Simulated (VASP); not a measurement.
# C: single point with PBE

Crystal: C.

```
CELL_PARAMETERS angstrom
1.22803 0.70900 3.34701
-1.22803 0.70900 3.34701
0.00000 -1.41800 3.34701
ATOMIC_POSITIONS crystal
C 0.16400 0.16400 0.16400
C 0.83600 0.83600 0.83600
```

| Quantity | Value |
| --- | --- |
| Program | VASP 6.6.1 |
| Task | single point |
| Functional | PBE |
| Potentials or basis | VASP PAW PBE potentials, release 64 (C) |
| Cutoff | 520 eV |
| k mesh | 11 × 11 × 11 |
| Occupations | gaussian, width 0.01 eV |
| Spin | no spin polarisation |

```yaml
Pressure: 4.8 GPa
Largest_force: 0.870 eV/Å
Band_gap_on_the_k_mesh: 0.96 eV, direct
```

Forces on the atoms (eV/Å):
```
C    0.000  0.000  0.870
C    0.000  0.000 -0.870
```

Stress tensor (GPa, compression positive):
```
5.66 0.00 0.00
0.00 5.66 0.00
0.00 0.00 3.01
```

Levels at points of the mesh, in eV from the valence-band top:
```csv
k point,band 1,band 2,band 3,band 4,band 5,band 6,band 7,band 8
"(0.00, 0.00, 0.00)",-19.33,-6.19,-2.56,-2.56,4.60,8.85,8.85,11.94
```

Run time: 17 s on 1 thread of Intel(R) Xeon(R) 6975P-C (Granite Rapids), on a shared host, peak memory 0.15 GiB.

A k mesh can miss the band edges. PBE gaps usually lie below the measured ones, often by a third to a half.
